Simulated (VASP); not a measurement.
Here is a VASP 6.6.1 calculation.

The input POSCAR:

```
Sb
1.0
    5.1294278169      0.0000000000      0.0000000000
    0.0000000000      4.2400752000      0.0000000000
    0.0000000000      0.0000000000     29.0216962420
Sb
4
Direct
    0.0594220751      0.0000000000      0.3752152672
    0.4405779249      0.5000000000      0.3752152672
    0.5594220751      0.5000000000      0.2794673482
    0.9405779249      0.0000000000      0.2794673482
```

The input INCAR.step1:

```
SYSTEM = Sb
PREC = Accurate
ENCUT = 520
ISMEAR = -1
SIGMA = 0.02
LREAL = .FALSE.
LASPH = .TRUE.
NELM = 80
LDIPOL = .TRUE.
IDIPOL = 3
DIPOL = 0.5 0.5 0.327
NBANDS = 18
GGA = PE
ALGO = Normal
EDIFF = 1E-4
LWAVE = .TRUE.
LCHARG = .FALSE.
```

File INCAR.step2:

```
SYSTEM = Sb
PREC = Accurate
ENCUT = 520
EDIFF = 1E-6
ISMEAR = -1
SIGMA = 0.02
LREAL = .FALSE.
LASPH = .TRUE.
NELM = 80
ALGO = Normal
ISIF = 2
LWAVE = .FALSE.
LCHARG = .FALSE.
LDIPOL = .TRUE.
IDIPOL = 3
DIPOL = 0.5 0.5 0.327
METAGGA = R2SCAN
LMIXTAU = .TRUE.
NBANDS = 18
ISTART = 1
```

KPOINTS

```
regular mesh
0
G
  6 6 1
  0 0 0
```

Potentials or basis: VASP PAW PBE potentials, release 64 (Sb).

Launch:

```console
$ cat potpaw_PBE.64/Sb/POTCAR > POTCAR
$ cp INCAR.step1 INCAR
$ mpirun -np 1 vasp_std > vasp.out
$ cp INCAR.step2 INCAR
$ mpirun -np 1 vasp_std > vasp.out
```

Q: Predict the band gap on the k mesh.

A: 0.66 eV (least direct gap 0.86 eV).

Q: What does it give for the largest force?

A: 0.067 eV/Å.

Forces in eV/Å, atoms in the order of the input:
```
Sb  -0.049  0.000  0.045
Sb   0.049  0.000  0.045
Sb  -0.049  0.000 -0.045
Sb   0.049  0.000 -0.045
```

Caveat: the PAW data sets were made with another functional, which shifts forces and pressure a little; spin-orbit coupling is left out, which moves the levels of the heavy elements.
